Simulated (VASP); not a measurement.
The system is AgO2.

```
Ag O
1.0
     5.27000    0.00000    0.00000
     0.00000    5.27000    0.00000
     0.00000    0.00000    5.27000
Ag O
4 8
Direct
  0.50000 0.50000 0.00000
  0.00000 0.50000 0.50000
  0.00000 0.00000 0.00000
  0.50000 0.00000 0.50000
  0.92700 0.07300 0.57300
  0.07300 0.92700 0.42700
  0.57300 0.57300 0.57300
  0.42700 0.42700 0.42700
  0.57300 0.92700 0.07300
  0.42700 0.07300 0.92700
  0.07300 0.57300 0.92700
  0.92700 0.42700 0.07300
```

| Property | Result |
| --- | --- |
| Program | VASP 6.6.1 |
| Task | relaxation of cell and atoms |
| Functional | PBE |
| Potentials or basis | VASP PAW PBE potentials, release 64 (Ag_sv_GW, O) |
| Cutoff | 700 eV |
| k mesh | 3 × 3 × 3 |
| Occupations | gaussian, width 0.2 eV |
| Spin | no spin polarisation |

At the start: pressure 10.3 GPa; volume 12.20 Å³/atom.

Task: How do energy, volume and symmetry change on relaxing?

Result: Over 7 steps the energy falls by 38.9 meV/atom and the volume is 12.95 Å³/atom (+6.2 %); space group Pa-3 (No. 205, to 0.1 Å) before and after.

The path:
```csv
step,energy change (eV),largest force (eV/Å),pressure (GPa),volume (Å³)
1,0.0000,2.3860,10.29,146.36
2,1.1792,2.7385,-10.40,163.59
3,-0.4262,0.4120,1.35,151.35
4,-0.4293,0.2816,1.84,151.01
5,-0.4295,0.2332,2.01,150.89
6,-0.4638,0.1145,0.37,154.14
7,-0.4667,0.0693,-0.20,155.39
```

Final structure:
```
Ag O
1.0
     5.37623    0.00000    0.00000
     0.00000    5.37623    0.00000
     0.00000    0.00000    5.37623
Ag O
4 8
Direct
  0.50000 0.50000 0.00000
  0.00000 0.50000 0.50000
  0.00000 0.00000 0.00000
  0.50000 0.00000 0.50000
  0.92442 0.07558 0.57558
  0.07558 0.92442 0.42442
  0.57558 0.57558 0.57558
  0.42442 0.42442 0.42442
  0.57558 0.92442 0.07558
  0.42442 0.07558 0.92442
  0.07558 0.57558 0.92442
  0.92442 0.42442 0.07558
```

Caveat: the k points lie up to 0.39 Å⁻¹ apart in the final cell, too coarse for converged energies and pressures of a metal; the relaxation stopped at a loose force limit of 0.08 eV/Å, so its end isn't a converged minimum.
